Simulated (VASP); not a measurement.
# Zn3BH4 (P-43m) in VASP: a series of runs

Zn3BH4 is run at these levels: PBE; tasks: single point, relaxation of cell and atoms.

Program: VASP 6.6.1. These are calculated values, not measurements. Logs are shortened: lines on timing, memory, paths and dates and some standing lists are left out, and cuts for length are marked.

## (1) The cell of the first run

The structure is cubic, space group P-43m (No. 215). Conventional cell: a = 4.585 Å, b = 4.585 Å, c = 4.585 Å, α = 90.00°, β = 90.00°, γ = 90.00°. Zn (site symmetry -42m) has 4 H at 2.35 Å within 3.1 Å. Within 1.7 Å of B (site symmetry -43m) lie 4 H at 1.23 Å. H (site symmetry 3m) has 1 B at 1.23 Å within 1.7 Å.

## (2) Single point, PBE

Input file INCAR:

```
SYSTEM = Zn3BH4
  PREC = Accurate
  ENCUT = 520
  EDIFF = 1E-7
  ISMEAR = 0
  SIGMA = 0.1
  LREAL = .FALSE.
  LASPH = .TRUE.
  NELM = 100
  ALGO = Normal
  ISIF = 2
  LWAVE = .FALSE.
  LCHARG = .TRUE.
  GGA = PE
  LELF = .TRUE.
  LVHAR = .TRUE.
  NBANDS = 32
```

Input file KPOINTS:

```
Automatic mesh
0
G
  8 8 8
  0 0 0
```

Input file POSCAR:

```
Zn3BH4
1.0
    4.5846351681      0.0000000000      0.0000000000
    0.0000000000      4.5846351681      0.0000000000
    0.0000000000      0.0000000000      4.5846351681
Zn B H
3 1 4
Direct
    0.0000000000      0.0000000000      0.5000000000
    0.0000000000      0.5000000000      0.0000000000
    0.5000000000      0.0000000000      0.0000000000
    0.5000000000      0.5000000000      0.5000000000
    0.6552105202      0.6552105202      0.3447894798
    0.6552105202      0.3447894798      0.6552105202
    0.3447894798      0.6552105202      0.6552105202
    0.3447894798      0.3447894798      0.3447894798
```

Potentials or basis: VASP PAW PBE potentials, release 64 (Zn, B, H).

Command:

```
$ cat potpaw_PBE.64/Zn/POTCAR potpaw_PBE.64/B/POTCAR potpaw_PBE.64/H/POTCAR > POTCAR
$ mpirun -np 1 vasp_std > vasp.out
```

OUTCAR:

```text
SYSTEM = Zn3BH4
   PREC = Accurate
   ENCUT = 520
   EDIFF = 1E-7
   ISMEAR = 0
   LREAL = .FALSE.
   LASPH = .TRUE.
   NELM = 100
   ISIF = 2
   GGA = PE

 ion  position               nearest neighbor table
   1  0.000  0.000  0.500-
   2  0.000  0.500  0.000-
   3  0.500  0.000  0.000-
   4  0.500  0.500  0.500-   5 1.23   6 1.23   7 1.23   8 1.23
   5  0.655  0.655  0.345-   4 1.23
   6  0.655  0.345  0.655-   4 1.23
   7  0.345  0.655  0.655-   4 1.23
   8  0.345  0.345  0.345-   4 1.23

  LATTYP: Found a simple cubic cell.
 ALAT       =     4.5846351681

  Lattice vectors:

 A1 = (   4.5846351681,   0.0000000000,   0.0000000000)
 A2 = (   0.0000000000,   4.5846351681,   0.0000000000)
 A3 = (   0.0000000000,   0.0000000000,   4.5846351681)

Analysis of symmetry for initial positions (statically):
=====================================================================
 Subroutine PRICEL returns:
 Original cell was already a primitive cell.

 Routine SETGRP: Setting up the symmetry group for a
 simple cubic supercell.

 Subroutine GETGRP returns: Found 24 space group operations
 (whereof 24 operations were pure point group operations)
 out of a pool of 48 trial point group operations.

The static configuration has the point symmetry T_d .

Analysis of symmetry for dynamics (positions and initial velocities):
=====================================================================
 Subroutine PRICEL returns:
 Original cell was already a primitive cell.

 Routine SETGRP: Setting up the symmetry group for a
 simple cubic supercell.

 Subroutine GETGRP returns: Found 24 space group operations
 (whereof 24 operations were pure point group operations)
 out of a pool of 48 trial point group operations.

The dynamic configuration has the point symmetry T_d .

 Subroutine INISYM returns: Found 24 space group operations
 (whereof 24 operations are pure point group operations),
 and found     1 'primitive' translations

----------------------------------------------------------------------------------------

                                     Primitive cell

  volume of cell :      96.3639

  direct lattice vectors                    reciprocal lattice vectors
     4.584635168  0.000000000  0.000000000     0.218119864  0.000000000  0.000000000
     0.000000000  4.584635168  0.000000000     0.000000000  0.218119864  0.000000000
     0.000000000  0.000000000  4.584635168     0.000000000  0.000000000  0.218119864

  length of vectors
     4.584635168  4.584635168  4.584635168     0.218119864  0.218119864  0.218119864

  position of ions in fractional coordinates (direct lattice)
     0.000000000  0.000000000  0.500000000
     0.000000000  0.500000000  0.000000000
     0.500000000  0.000000000  0.000000000
     0.500000000  0.500000000  0.500000000
     0.655210520  0.655210520  0.344789480
     0.655210520  0.344789480  0.655210520
     0.344789480  0.655210520  0.655210520
     0.344789480  0.344789480  0.344789480

  ion indices of the primitive-cell ions
   primitive index   ion index
                 1           1
                 2           2
                 3           3
                 4           4
                 5           5
                 6           6
                 7           7
                 8           8

----------------------------------------------------------------------------------------

 KPOINTS: Automatic mesh

Automatic generation of k-mesh.
 Grid dimensions read from file:
 generate k-points for:    8    8    8

 Generating k-lattice:

  Cartesian coordinates                     Fractional coordinates (reciprocal lattice)
     0.027264983  0.000000000  0.000000000     0.125000000  0.000000000  0.000000000
     0.000000000  0.027264983  0.000000000     0.000000000  0.125000000  0.000000000
     0.000000000  0.000000000  0.027264983     0.000000000  0.000000000  0.125000000

  Length of vectors
     0.027264983  0.027264983  0.027264983

  Shift w.r.t. Gamma in fractional coordinates (k-lattice)
     0.000000000  0.000000000  0.000000000

 Subroutine IBZKPT returns following result:
 ===========================================

 Found     35 irreducible k-points:

 Following reciprocal coordinates:
            Coordinates               Weight
  0.000000  0.000000  0.000000      1.000000
  0.125000  0.000000  0.000000      6.000000
  0.250000  0.000000  0.000000      6.000000
  0.375000  0.000000  0.000000      6.000000
  0.500000  0.000000  0.000000      3.000000
  0.125000  0.125000  0.000000     12.000000
[... 16 lines left out ...]
  0.375000  0.375000  0.125000     24.000000
  0.500000  0.375000  0.125000     24.000000
 [... further k-points ...]
   k-points           NKPTS =     35   k-points in BZ     NKDIM =     35   number of bands    NBANDS=     32
   number of dos      NEDOS =    301   number of ions     NIONS =      8
   total plane-waves  NPLWV =  46656
   dimension x,y,z NGX =    36 NGY =   36 NGZ =   36
   dimension x,y,z NGXF=    72 NGYF=   72 NGZF=   72
   ions per type =               3   1   4
   NGX,Y,Z   is equivalent  to a cutoff of  13.05, 13.05, 13.05 a.u.
   NGXF,Y,Z  is equivalent  to a cutoff of  26.11, 26.11, 26.11 a.u.
 SYSTEM =  Zn3BH4
   PREC   = accura    normal or accurate (medium, high low for compatibility)
   ISTART =      0    job   : 0-new  1-cont  2-samecut
   ICHARG =      2    charge: 1-file 2-atom 10-const
   ISPIN  =      1    spin polarized calculation?
   LNONCOLLINEAR =      F non collinear calculations
   LSORBIT =      F    spin-orbit coupling
   LASPH  =      T    aspherical Exc in radial PAW
   ENCUT  =  520.0 eV  38.22 Ry    6.18 a.u.   8.52  8.52  8.52*2*pi/ulx,y,z
   NELM   =    100;   NELMIN=  2; NELMDL= -5     # of ELM steps
   EDIFF  = 0.1E-06   stopping-criterion for ELM
   LREAL  =      F    real-space projection
   EDIFFG = 0.1E-05   stopping-criterion for IOM
   NSW    =      0    number of steps for IOM
   IBRION =     -1    ionic relax: 0-MD 1-quasi-New 2-CG
   NFREE  =      0    steps in history (QN), initial steepest desc. (CG)
   ISIF   =      2    stress and relaxation
   ISYM   =      2    0-nonsym 1-usesym 2-fastsym
   POTIM  = 0.5000    time-step for ionic-motion
   TEBEG  =    0.0;   TEEND  =   0.0 temperature during run
   PSTRESS=    0.0 pullay stress
   NELECT =      43.0000    total number of electrons
   NUPDOWN=      -1.0000    fix difference up-down
   EMIN   =  10.00;   EMAX   =-10.00  energy-range for DOS
   EFERMI =   0.00;   METHOD = LEGACY
   ISMEAR =     0;   SIGMA  =   0.10  broadening in eV -4-tet -1-fermi 0-gaus
   EFERMI_NEDOS =   21; number of points for ismear=-14 and -15
   IALGO  =     38    algorithm
   IMIX   =      4    mixing-type and parameters
     AMIX     =   0.40;   BMIX     =  1.00
     AMIX_MAG =   1.60;   BMIX_MAG =  1.00
  volume/ion in A,a.u.               =      12.05        81.29
  Fermi-wavevector in a.u.,A,eV,Ry     =   1.251006  2.364059 21.293349  1.565017
  Thomas-Fermi vector in A             =   2.384974
   LORBIT       =      0    0 simple, 1 ext, 2 COOP (PROOUT), +10 PAW based schemes
   GGA     = PE    functional components
   LHFCALC =     F    Hartree Fock is set to
   AEXX    =    0.0000 exact exchange contribution
   IVDW    =     0    specifies the selected vdW correction
   LEPSILON=     F    determine dielectric tensor
   LRPA    =     F    only Hartree local field effects (RPA)
 non-spin polarized calculation
 Gauss-broadening in eV      SIGMA  =   0.10
  energy-cutoff  :      520.00
  volume of cell :       96.36
 maximum number of plane-waves:      2624
 NGX is ok and might be reduce to    36
   NGX = 17   NGY = 17   NGZ = 17

 number of electron      42.9999995 magnetization

 Free energy of the ion-electron system (eV)
  ---------------------------------------------------
  ext. energy  EPLUGINS =         0.00000000
  ---------------------------------------------------
  free energy    TOTEN  =       -20.51582692 eV

  energy without entropy =      -20.50446306  energy(sigma->0) =      -20.51014499

 E-fermi :   0.4228     XC(G=0):  -9.3829

 val. band max:        0.3958854242   @ k =   0.5000   0.1250   0.1250
 cond. band min:       0.4309045427   @ k =   0.2500   0.2500   0.1250
 fundamental gap:      0.0350191185
 Fermi energy:         0.4227716909

 k-point     1 :       0.0000    0.0000    0.0000
  band No.  band energies     occupation
      1      -9.5220      2.00000
      2      -6.2985      2.00000
      3      -6.2809      2.00000
      4      -6.2809      2.00000
      5      -6.2809      2.00000
      6      -6.1596      2.00000
[... 24 lines left out ...]
     31       7.7615      0.00000
     32       8.5173      0.00000

 k-point     2 :       0.1250    0.0000    0.0000
  band No.  band energies     occupation
      1      -9.4575      2.00000
      2      -6.2850      2.00000
      3      -6.2751      2.00000
      4      -6.2751      2.00000
      5      -6.2743      2.00000
      6      -6.1607      2.00000
[... 24 lines left out ...]
     31       8.8360      0.00000
     32       8.8437      0.00000

 k-point     3 :       0.2500    0.0000    0.0000
  band No.  band energies     occupation
      1      -9.2832      2.00000
      2      -6.2891      2.00000
      3      -6.2609      2.00000
      4      -6.2609      2.00000
      5      -6.2280      2.00000
      6      -6.1708      2.00000
[... 24 lines left out ...]
     31       9.7745      0.00000
     32       9.7765      0.00000

 k-point     4 :       0.3750    0.0000    0.0000
  band No.  band energies     occupation
      1      -9.0703      2.00000
      2      -6.3686      2.00000
      3      -6.2471      2.00000
      4      -6.2471      2.00000
      5      -6.1891      2.00000
      6      -6.1674      2.00000
[... 654 lines left out ...]
     31       9.0103      0.00000
     32      10.7154      0.00000

 k-point    23 :       0.3750    0.3750    0.1250
  band No.  band energies     occupation
      1      -8.7346      2.00000
      2      -6.3487      2.00000
      3      -6.2322      2.00000
      4      -6.2105      2.00000
      5      -6.1291      2.00000
      6      -6.1076      2.00000
[... 24 lines left out ...]
     31      10.0677      0.00000
     32      10.5754      0.00000

 k-point    24 :       0.5000    0.3750    0.1250
  band No.  band energies     occupation
      1      -8.6763      2.00000
      2      -6.3098      2.00000
      3      -6.2552      2.00000
      4      -6.2224      2.00000
      5      -6.1175      2.00000
      6      -6.1081      2.00000
[... 24 lines left out ...]
     31       9.8195      0.00000
     32      10.8217      0.00000

 [... further k-points ...]
[... 5 lines left out ...]
  --------------------------------------------------------------------------------------
  -------------------------------------------------------------------------------------
  Total       -0.0175043     -0.0175043     -0.0175043      0.0000000     -0.0000000     -0.0000000
  in kB       -0.2910325     -0.2910325     -0.2910325      0.0000000     -0.0000000     -0.0000000
  external PRESSURE =      -0.2910325 kB  Pullay stress =       0.0000000 kB

 VOLUME and BASIS-vectors are now :
 -----------------------------------------------------------------------------
  energy-cutoff  :      520.00
  volume of cell :       96.36
      direct lattice vectors                 reciprocal lattice vectors
     4.584635168  0.000000000  0.000000000     0.218119864  0.000000000  0.000000000
     0.000000000  4.584635168  0.000000000     0.000000000  0.218119864  0.000000000
     0.000000000  0.000000000  4.584635168     0.000000000  0.000000000  0.218119864

 POSITION                                       TOTAL-FORCE (eV/Angst)
 -----------------------------------------------------------------------------------
      0.00000      0.00000      2.29232        -0.000000      0.000000     -0.000000
      0.00000      2.29232      0.00000        -0.000000      0.000000     -0.000000
      2.29232      0.00000      0.00000        -0.000000      0.000000     -0.000000
      2.29232      2.29232      2.29232        -0.000000      0.000000     -0.000000
      3.00390      3.00390      1.58073         0.005554      0.005554     -0.005554
      3.00390      1.58073      3.00390         0.005554     -0.005554      0.005554
      1.58073      3.00390      3.00390        -0.005554      0.005554      0.005554
      1.58073      1.58073      1.58073        -0.005554     -0.005554     -0.005554
 -----------------------------------------------------------------------------------
    total drift:                                0.000000      0.000000     -0.000000

  FREE ENERGIE OF THE ION-ELECTRON SYSTEM (eV)
  ---------------------------------------------------
  free  energy   TOTEN  =       -20.5158269186 eV

  energy  without entropy=      -20.5044630638  energy(sigma->0) =      -20.51014499
```

Wall time 64 s (1 thread of AMD EPYC 9R45 (Zen 5), shared host); peak memory 0.23 GiB.

Results:

```
Free energy   : -20.5158 eV
Pressure      : 0.0 GPa
Largest force : 0.010 eV/Å
```

Forces on the atoms (eV/Å):
```
Zn   0.000  0.000  0.000
Zn   0.000  0.000  0.000
Zn   0.000  0.000  0.000
B    0.000  0.000  0.000
H    0.006  0.006 -0.006
H    0.006 -0.006  0.006
H   -0.006  0.006  0.006
H   -0.006 -0.006 -0.006
```

## (3) Relaxation of cell and atoms, PBE

This run uses another cell than the first one, of 11.92 Å³/atom, 0.989 times its volume.

Input file INCAR:

```
PREC = Accurate
ENCUT = 600
EDIFF = 1E-6
ISMEAR = 0
SIGMA = 0.1
LREAL = F
LASPH = T
NELM = 100
ALGO = Normal
ISIF = 3
LWAVE = F
LCHARG = F
GGA = PE
IBRION = 2
NSW = 100
EDIFFG = -0.01
```

Input file KPOINTS:

```
regular mesh
0
Gamma
  8 8 8
```

Input file POSCAR:

```
Zn3BH4
1.0
    4.5681927856      0.0000000000      0.0000000000
    0.0000000000      4.5681927856      0.0000000000
    0.0000000000      0.0000000000      4.5681927856
Zn B H
3 1 4
Direct
    0.0000000000      0.0000000000      0.5000000000
    0.0000000000      0.5000000000      0.0000000000
    0.5000000000      0.0000000000      0.0000000000
    0.5000000000      0.5000000000      0.5000000000
    0.6561474802      0.6561474802      0.3438525198
    0.6561474802      0.3438525198      0.6561474802
    0.3438525198      0.6561474802      0.6561474802
    0.3438525198      0.3438525198      0.3438525198
```

Potentials or basis: VASP PAW PBE potentials, release 64 (Zn, B, H).

Command:

```
$ cat potpaw_PBE.64/Zn/POTCAR potpaw_PBE.64/B/POTCAR potpaw_PBE.64/H/POTCAR > POTCAR
$ mpirun -np 1 vasp_std > vasp.out
```

OUTCAR:

```text
PREC = Accurate
   ENCUT = 600
   EDIFF = 1E-6
   ISMEAR = 0
   LREAL = F
   LASPH = T
   NELM = 100
   ISIF = 3
   GGA = PE
   IBRION = 2
   NSW = 100
   EDIFFG = -0.01

 ion  position               nearest neighbor table
   1  0.000  0.000  0.500-
   2  0.000  0.500  0.000-
   3  0.500  0.000  0.000-
   4  0.500  0.500  0.500-   5 1.24   6 1.24   7 1.24   8 1.24
   5  0.656  0.656  0.344-   4 1.24
   6  0.656  0.344  0.656-   4 1.24
   7  0.344  0.656  0.656-   4 1.24
   8  0.344  0.344  0.344-   4 1.24

  LATTYP: Found a simple cubic cell.
 ALAT       =     4.5681927856

  Lattice vectors:

 A1 = (   4.5681927856,   0.0000000000,   0.0000000000)
 A2 = (   0.0000000000,   4.5681927856,   0.0000000000)
 A3 = (   0.0000000000,   0.0000000000,   4.5681927856)

Analysis of symmetry for initial positions (statically):
[... 311 lines left out ...]

 number of electron      43.0000013 magnetization

 Free energy of the ion-electron system (eV)
  ---------------------------------------------------
  ext. energy  EPLUGINS =         0.00000000
  ---------------------------------------------------
  free energy    TOTEN  =       -20.51820419 eV

  energy without entropy =      -20.50689939  energy(sigma->0) =      -20.51255179

 E-fermi :   0.4635     XC(G=0):  -9.4099

 val. band max:        0.4328572050   @ k =   0.5000   0.1250   0.1250
 cond. band min:       0.4732281550   @ k =   0.2500   0.2500   0.1250
 fundamental gap:      0.0403709500
 Fermi energy:         0.4634901447

 k-point     1 :       0.0000    0.0000    0.0000
  band No.  band energies     occupation
      1      -9.5274      2.00000
      2      -6.2763      2.00000
      3      -6.2584      2.00000
      4      -6.2584      2.00000
      5      -6.2584      2.00000
      6      -6.1352      2.00000
[... 685 lines left out ...]
     25       4.1461      0.00000
     26       4.3608      0.00000

 [... further k-points ...]
[... 5 lines left out ...]
  --------------------------------------------------------------------------------------
  -------------------------------------------------------------------------------------
  Total        0.0605751      0.0605751      0.0605751      0.0000000      0.0000000     -0.0000000
  in kB        1.0131972      1.0131972      1.0131972      0.0000000      0.0000000     -0.0000000
  external PRESSURE =       1.0131972 kB  Pullay stress =       0.0000000 kB
[... 23 lines left out ...]
  FREE ENERGIE OF THE ION-ELECTRON SYSTEM (eV)
  ---------------------------------------------------
  free  energy   TOTEN  =       -20.5182041907 eV

  energy  without entropy=      -20.5068993918  energy(sigma->0) =      -20.51255179

 reached required accuracy - stopping structural energy minimisation
```

Run time: 2.1 min. Hardware: 1 thread of AMD EPYC 9R45 (Zen 5), shared host; peak memory 0.24 GiB.

Results:

- Free energy: -20.5182 eV
- Relaxed volume: 11.97 Å³/atom
- Relaxed cell: a = 4.575 Å, b = 4.575 Å, c = 4.575 Å, α = 90.00°, β = 90.00°, γ = 90.00°
- Space group after relaxing (to 0.05 Å): P-43m (No. 215)
- Energy gained by relaxing: 0.1 meV/atom
- Ionic steps: 4
- Pressure after relaxing: 0.1 GPa
- Largest force after relaxing: 0.009 eV/Å

Forces on the atoms (eV/Å):
```
Zn   0.000  0.000  0.000
Zn   0.000  0.000  0.000
Zn   0.000  0.000  0.000
B    0.000  0.000  0.000
H    0.005  0.005 -0.005
H    0.005 -0.005  0.005
H   -0.005  0.005  0.005
H   -0.005 -0.005 -0.005
```

The path:
```
step  energy change (eV)  largest force (eV/Å)  pressure (GPa)  volume (Å³)
   1              0.0000                0.0519            0.08        95.33
   2             -0.0004                0.0139            0.17        95.41
   3             -0.0005                0.0120            0.22        95.47
   4             -0.0008                0.0085            0.10        95.79
```

Final structure:
```yaml
crystal:
  lattice:
    - [4.57548, 0.00000, 0.00000]
    - [0.00000, 4.57548, 0.00000]
    - [0.00000, 0.00000, 4.57548]
  atoms:
    - { symbol: Zn, position: [0.00000, 0.00000, 0.50000] }
    - { symbol: Zn, position: [0.00000, 0.50000, 0.00000] }
    - { symbol: Zn, position: [0.50000, 0.00000, 0.00000] }
    - { symbol: B, position: [0.50000, 0.50000, 0.50000] }
    - { symbol: H, position: [0.65548, 0.65548, 0.34452] }
    - { symbol: H, position: [0.65548, 0.34452, 0.65548] }
    - { symbol: H, position: [0.34452, 0.65548, 0.65548] }
    - { symbol: H, position: [0.34452, 0.34452, 0.34452] }
```
